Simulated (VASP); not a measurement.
A run of VASP 6.6.1 is set up as follows.

File INCAR:

```
ALGO     = Normal         # electronic algorithm
DIPOL    = 0.5 0.5 0.500
EDIFF    = 1E-7           # SCF threshold, eV
ENCUT    = 520            # plane-wave cutoff, eV
GGA      = PE             # functional
IDIPOL   = 3            
ISIF     = 2              # what is computed and relaxed
ISMEAR   = 0              # smearing method
LASPH    = T              # aspherical terms in the spheres
LCHARG   = F              # write CHGCAR
LDIPOL   = T            
LREAL    = F              # projectors in reciprocal space
LWAVE    = F              # write WAVECAR
NBANDS   = 17             # bands
NELM     = 100            # most SCF steps
PREC     = Accurate       # precision mode
SIGMA    = 0.1            # smearing width, eV
```

Contents of KPOINTS:

```
k-points
0
Gamma
  6 6 1
```

File POSCAR:

```
TiOs
1.0
    4.3623300000      0.0000000000      0.0000000000
   -2.1811650000      3.7778890000      0.0000000000
    0.0000000000      0.0000000000     15.0000000000
Ti Os
1 1
Direct
    0.6666666700      0.3333333300      0.5296819000
    0.0000000000      0.0000000000      0.4703181000
```

Potentials or basis: VASP PAW PBE potentials, release 64 (Ti_sv, Os).

Command:

```sh
$ cat potpaw_PBE.64/Ti_sv/POTCAR potpaw_PBE.64/Os/POTCAR > POTCAR
$ mpirun -np 1 vasp_std > vasp.out
```

Problem. What does it give for the band gap on the k mesh?

Solution. 0.48 eV, direct.

Problem. Predict the largest force.

Solution. 1.586 eV/Å.

Forces on the atoms (eV/Å):
```
Ti   0.000  0.000 -1.586
Os   0.000  0.000  1.586
```

Caveat: spin-orbit coupling is left out, which moves the levels of the heavy elements.
